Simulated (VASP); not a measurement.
# P (Cmce) in VASP: single point with PBE

Aim: the single point of P with PBE.

Program: VASP 6.6.1. These are calculated values, not measurements. Logs are shortened: lines on timing, memory, paths and dates and some standing lists are left out, and cuts for length are marked.

**1. The cell of the first run**

Symmetry: Cmce, No. 64, orthorhombic system. Conventional cell: a = 3.309 Å, b = 11.281 Å, c = 4.562 Å, α = 90.00°, β = 90.00°, γ = 90.00°. P (site symmetry m) has 3 P at 2.23 to 2.26 Å within 2.9 Å.

**2. Single point, PBE**

INCAR

```
  PREC = Accurate
  ENCUT = 520
  EDIFF = 1E-6
  ISMEAR = 0
  SIGMA = 0.1
  LREAL = False
  LASPH = True
  NELM = 60
  ALGO = Normal
  ISIF = 2
  LWAVE = False
  LCHARG = False
  GGA = PE
  NBANDS = 18
```

KPOINTS

```
Automatic mesh
0
Gamma
  14 14 10
```

POSCAR

```
P
1.0
    1.6547349137     -5.6406579112      0.0000000000
    1.6547349137      5.6406579112      0.0000000000
    0.0000000000      0.0000000000      4.5619392725
P
4
Direct
    0.9059108355      0.0940891645      0.0864592983
    0.5940891645      0.4059108355      0.5864592983
    0.0940891645      0.9059108355      0.9135407017
    0.4059108355      0.5940891645      0.4135407017
```

Potentials or basis: VASP PAW PBE potentials, release 64 (P).

Started as:

```
$ cat potpaw_PBE.64/P/POTCAR > POTCAR
$ mpirun -np 1 vasp_std > vasp.out
```

OUTCAR:

```text
PREC = Accurate
   ENCUT = 520
   EDIFF = 1E-6
   ISMEAR = 0
   LREAL = False
   LASPH = True
   NELM = 60
   ISIF = 2
   GGA = PE

 ion  position               nearest neighbor table
   1  0.906  0.094  0.086-   4 2.23   4 2.23   3 2.26
   2  0.594  0.406  0.586-   3 2.23   3 2.23   4 2.26
   3  0.094  0.906  0.914-   2 2.23   2 2.23   1 2.26
   4  0.406  0.594  0.414-   1 2.23   1 2.23   2 2.26

  LATTYP: Found a base centered orthorhombic cell.
 ALAT       =     3.3094698274
 B/A-ratio  =     3.4087985118
 C/A-ratio  =     1.3784501780

  Lattice vectors:

 A1 = (   1.6547349137,  -5.6406579112,   0.0000000000)
 A2 = (   1.6547349137,   5.6406579112,   0.0000000000)
 A3 = (   0.0000000000,   0.0000000000,   4.5619392725)

Analysis of symmetry for initial positions (statically):
=====================================================================
 Subroutine PRICEL returns:
 Original cell was already a primitive cell.

 Routine SETGRP: Setting up the symmetry group for a
 base centered orthorhombic supercell.

 Subroutine GETGRP returns: Found  8 space group operations
 (whereof  4 operations were pure point group operations)
 out of a pool of  8 trial point group operations.

The static configuration has the point symmetry C_2h.
 The point group associated with its full space group is D_2h.

Analysis of symmetry for dynamics (positions and initial velocities):
=====================================================================
 Subroutine PRICEL returns:
 Original cell was already a primitive cell.

 Routine SETGRP: Setting up the symmetry group for a
 base centered orthorhombic supercell.

 Subroutine GETGRP returns: Found  8 space group operations
 (whereof  4 operations were pure point group operations)
 out of a pool of  8 trial point group operations.

The dynamic configuration has the point symmetry C_2h.
 The point group associated with its full space group is D_2h.

 Subroutine INISYM returns: Found  8 space group operations
 (whereof  4 operations are pure point group operations),
 and found     1 'primitive' translations

----------------------------------------------------------------------------------------

                                     Primitive cell

  volume of cell :      85.1604

  direct lattice vectors                    reciprocal lattice vectors
     1.654734914 -5.640657911  0.000000000     0.302163202 -0.088642142  0.000000000
     1.654734914  5.640657911  0.000000000     0.302163202  0.088642142  0.000000000
     0.000000000  0.000000000  4.561939273     0.000000000  0.000000000  0.219205022

  length of vectors
     5.878364509  5.878364509  4.561939273     0.314896856  0.314896856  0.219205022

  position of ions in fractional coordinates (direct lattice)
     0.905910836  0.094089164  0.086459298
     0.594089164  0.405910836  0.586459298
     0.094089164  0.905910836  0.913540702
     0.405910836  0.594089164  0.413540702

  ion indices of the primitive-cell ions
   primitive index   ion index
                 1           1
                 2           2
                 3           3
                 4           4

----------------------------------------------------------------------------------------

 KPOINTS: Automatic mesh

Automatic generation of k-mesh.
 Grid dimensions read from file:
 generate k-points for:   14   14   10

 Generating k-lattice:

  Cartesian coordinates                     Fractional coordinates (reciprocal lattice)
     0.021583086 -0.006331582  0.000000000     0.071428571  0.000000000  0.000000000
     0.021583086  0.006331582  0.000000000     0.000000000  0.071428571  0.000000000
     0.000000000  0.000000000  0.021920502     0.000000000  0.000000000  0.100000000

  Length of vectors
     0.022492633  0.022492633  0.021920502

  Shift w.r.t. Gamma in fractional coordinates (k-lattice)
     0.000000000  0.000000000  0.000000000

 Subroutine IBZKPT returns following result:
 ===========================================

 Found    342 irreducible k-points:

 Following reciprocal coordinates:
            Coordinates               Weight
  0.000000  0.000000  0.000000      1.000000
  0.071429  0.000000  0.000000      4.000000
  0.142857 -0.000000  0.000000      4.000000
  0.214286 -0.000000  0.000000      4.000000
  0.285714  0.000000  0.000000      4.000000
  0.357143 -0.000000  0.000000      4.000000
[... 16 lines left out ...]
  0.214286  0.142857  0.000000      4.000000
  0.285714  0.142857  0.000000      4.000000
 [... further k-points ...]
   k-points           NKPTS =    342   k-points in BZ     NKDIM =    342   number of bands    NBANDS=     18
   number of dos      NEDOS =    301   number of ions     NIONS =      4
   total plane-waves  NPLWV =  82944
   dimension x,y,z NGX =    48 NGY =   48 NGZ =   36
   dimension x,y,z NGXF=    96 NGYF=   96 NGZF=   72
   ions per type =               4
   NGX,Y,Z   is equivalent  to a cutoff of  13.57, 13.57, 13.12 a.u.
   NGXF,Y,Z  is equivalent  to a cutoff of  27.15, 27.15, 26.24 a.u.
 SYSTEM =  unknown system
   PREC   = accura    normal or accurate (medium, high low for compatibility)
   ISTART =      0    job   : 0-new  1-cont  2-samecut
   ICHARG =      2    charge: 1-file 2-atom 10-const
   ISPIN  =      1    spin polarized calculation?
   LNONCOLLINEAR =      F non collinear calculations
   LSORBIT =      F    spin-orbit coupling
   LASPH  =      T    aspherical Exc in radial PAW
   ENCUT  =  520.0 eV  38.22 Ry    6.18 a.u.  10.93 10.93  8.48*2*pi/ulx,y,z
   NELM   =     60;   NELMIN=  2; NELMDL= -5     # of ELM steps
   EDIFF  = 0.1E-05   stopping-criterion for ELM
   LREAL  =      F    real-space projection
   EDIFFG = 0.1E-04   stopping-criterion for IOM
   NSW    =      0    number of steps for IOM
   IBRION =     -1    ionic relax: 0-MD 1-quasi-New 2-CG
   NFREE  =      0    steps in history (QN), initial steepest desc. (CG)
   ISIF   =      2    stress and relaxation
   ISYM   =      2    0-nonsym 1-usesym 2-fastsym
   POTIM  = 0.5000    time-step for ionic-motion
   TEBEG  =    0.0;   TEEND  =   0.0 temperature during run
   PSTRESS=    0.0 pullay stress
   NELECT =      20.0000    total number of electrons
   NUPDOWN=      -1.0000    fix difference up-down
   EMIN   =  10.00;   EMAX   =-10.00  energy-range for DOS
   EFERMI =   0.00;   METHOD = LEGACY
   ISMEAR =     0;   SIGMA  =   0.10  broadening in eV -4-tet -1-fermi 0-gaus
   EFERMI_NEDOS =   21; number of points for ismear=-14 and -15
   IALGO  =     38    algorithm
   IMIX   =      4    mixing-type and parameters
     AMIX     =   0.40;   BMIX     =  1.00
     AMIX_MAG =   1.60;   BMIX_MAG =  1.00
  volume/ion in A,a.u.               =      21.29       143.67
  Fermi-wavevector in a.u.,A,eV,Ry     =   1.010041  1.908700 13.880426  1.020182
  Thomas-Fermi vector in A             =   2.143006
   LORBIT       =      0    0 simple, 1 ext, 2 COOP (PROOUT), +10 PAW based schemes
   GGA     = PE    functional components
   LHFCALC =     F    Hartree Fock is set to
   AEXX    =    0.0000 exact exchange contribution
   IVDW    =     0    specifies the selected vdW correction
   LEPSILON=     F    determine dielectric tensor
   LRPA    =     F    only Hartree local field effects (RPA)
 non-spin polarized calculation
 Gauss-broadening in eV      SIGMA  =   0.10
  energy-cutoff  :      520.00
  volume of cell :       85.16
 maximum number of plane-waves:      2315
 NGX is ok and might be reduce to    48
   NGX = 21   NGY = 21   NGZ = 17

 number of electron      19.9999999 magnetization

 Free energy of the ion-electron system (eV)
  ---------------------------------------------------
  ext. energy  EPLUGINS =         0.00000000
  ---------------------------------------------------
  free energy    TOTEN  =       -21.50924285 eV

  energy without entropy =      -21.50916297  energy(sigma->0) =      -21.50920291

 E-fermi :   5.4108     XC(G=0):  -9.2292

 val. band max:        5.3317673366   @ k =   0.5000   0.5000   0.0000
 cond. band min:       5.4726538560   @ k =   0.5000   0.5000   0.0000
 fundamental gap:      0.1408865193
 Fermi energy:         5.4108358551

 k-point     1 :       0.0000    0.0000    0.0000
  band No.  band energies     occupation
      1     -10.1285      2.00000
      2      -7.4780      2.00000
      3      -4.2460      2.00000
      4      -1.1244      2.00000
      5       0.3599      2.00000
      6       0.5945      2.00000
[... 10 lines left out ...]
     17      12.1233      0.00000
     18      12.5516      0.00000

 k-point     2 :       0.0714    0.0000    0.0000
  band No.  band energies     occupation
      1     -10.0668      2.00000
      2      -7.4182      2.00000
      3      -4.2695      2.00000
      4      -1.0698      2.00000
      5       0.2767      2.00000
      6       0.6426      2.00000
[... 10 lines left out ...]
     17      12.0980      0.00000
     18      12.2515      0.00000

 k-point     3 :       0.1429   -0.0000    0.0000
  band No.  band energies     occupation
      1      -9.8825      2.00000
      2      -7.2392      2.00000
      3      -4.3685      2.00000
      4      -0.9091      2.00000
      5      -0.0772      2.00000
      6       0.4762      2.00000
[... 10 lines left out ...]
     17      11.0735      0.00000
     18      12.0081      0.00000

 k-point     4 :       0.2143   -0.0000    0.0000
  band No.  band energies     occupation
      1      -9.5775      2.00000
      2      -6.9411      2.00000
      3      -4.6196      2.00000
      4      -0.8195      2.00000
      5      -0.6547      2.00000
      6      -0.1517      2.00000
[... 375 lines left out ...]
      4      -1.8076      2.00000
      5      -0.4749      2.00000
      6      -0.4071      2.00000
[... 10 lines left out ...]
     17      11.8268      0.00000
     18      12.4453      0.00000

 k-point    23 :       0.2143    0.1429    0.0000
  band No.  band energies     occupation
      1      -8.6482      2.00000
      2      -5.9266      2.00000
      3      -5.7435      2.00000
      4      -2.8302      2.00000
      5      -0.4705      2.00000
      6      -0.1113      2.00000
[... 10 lines left out ...]
     17      11.7218      0.00000
     18      12.7760      0.00000

 k-point    24 :       0.2857    0.1429    0.0000
  band No.  band energies     occupation
      1      -8.0218      2.00000
      2      -6.4925      2.00000
      3      -5.2638      2.00000
      4      -3.7977      2.00000
      5      -0.2446      2.00000
      6       0.0639      2.00000
[... 10 lines left out ...]
     17      11.6058      0.00000
     18      12.3743      0.00000

 [... further k-points ...]

------------------------ aborting loop because EDIFF is reached ----------------------------------------

  FORCE on cell =-STRESS in cart. coord.  units (eV):
  Direction    XX          YY          ZZ          XY          YZ          ZX
  --------------------------------------------------------------------------------------
  -------------------------------------------------------------------------------------
  Total       -0.1593381     -0.1471201     -0.1684706      0.0000000      0.0000000      0.0000000
  in kB       -2.9977308     -2.7678642     -3.1695461      0.0000000      0.0000000      0.0000000
  external PRESSURE =      -2.9783804 kB  Pullay stress =       0.0000000 kB

 VOLUME and BASIS-vectors are now :
 -----------------------------------------------------------------------------
  energy-cutoff  :      520.00
  volume of cell :       85.16
      direct lattice vectors                 reciprocal lattice vectors
     1.654734914 -5.640657911  0.000000000     0.302163202 -0.088642142  0.000000000
     1.654734914  5.640657911  0.000000000     0.302163202  0.088642142  0.000000000
     0.000000000  0.000000000  4.561939273     0.000000000  0.000000000  0.219205022

 POSITION                                       TOTAL-FORCE (eV/Angst)
 -----------------------------------------------------------------------------------
      1.65473     -4.57921      0.39442         0.000000     -0.036873      0.034584
      1.65473     -1.06145      2.67539         0.000000      0.036873      0.034584
      1.65473      4.57921      4.16752         0.000000      0.036873     -0.034584
      1.65473      1.06145      1.88655         0.000000     -0.036873     -0.034584
 -----------------------------------------------------------------------------------
    total drift:                                0.000000     -0.000000      0.000000

  FREE ENERGIE OF THE ION-ELECTRON SYSTEM (eV)
  ---------------------------------------------------
  free  energy   TOTEN  =       -21.5092428548 eV

  energy  without entropy=      -21.5091629722  energy(sigma->0) =      -21.50920291
```

Wall time 19 min (1 thread of Intel Xeon 8259CL, shared host); peak memory 0.52 GiB.

Results:

```yaml
Free_energy: -21.5092 eV
Pressure: -0.3 GPa
Largest_force: 0.051 eV/Å
Band_gap_on_the_k_mesh: 0.14 eV
```

Forces in eV/Å, atoms in the order of the input:
```
P    0.000 -0.037  0.035
P    0.000  0.037  0.035
P    0.000  0.037 -0.035
P    0.000 -0.037 -0.035
```

Levels at points of the mesh, in eV from the valence-band top:
```
           k point  band 6  band 7  band 8  band 9  band 10  band 11  band 12  band 13  band 14  band 15
(0.00, 0.00, 0.00)   -4.74   -3.78   -2.61   -2.28    -0.99     0.75     1.24     2.12     2.92     5.42
(0.50, 0.00, 0.00)   -5.31   -3.21   -3.21   -2.48    -2.48     0.78     0.78     1.56     1.56     3.31
(0.50, 0.50, 0.00)   -5.29   -3.85   -2.16   -1.61     0.00     0.14     1.06     2.28     2.83     5.13
(0.00, 0.00, 0.50)   -4.12   -2.98   -2.98   -1.50    -1.50     1.60     1.60     3.00     3.00     4.49
(0.50, 0.00, 0.50)   -5.40   -5.15   -5.15   -1.70    -1.70     1.83     1.83     3.51     3.51     5.05
(0.50, 0.50, 0.50)   -3.00   -2.77   -2.77   -1.78    -1.78     1.57     1.57     2.58     2.58     3.19
```

Caveat: semilocal functionals underestimate gaps, and a narrow one can read as zero. A k mesh can miss the band edges.
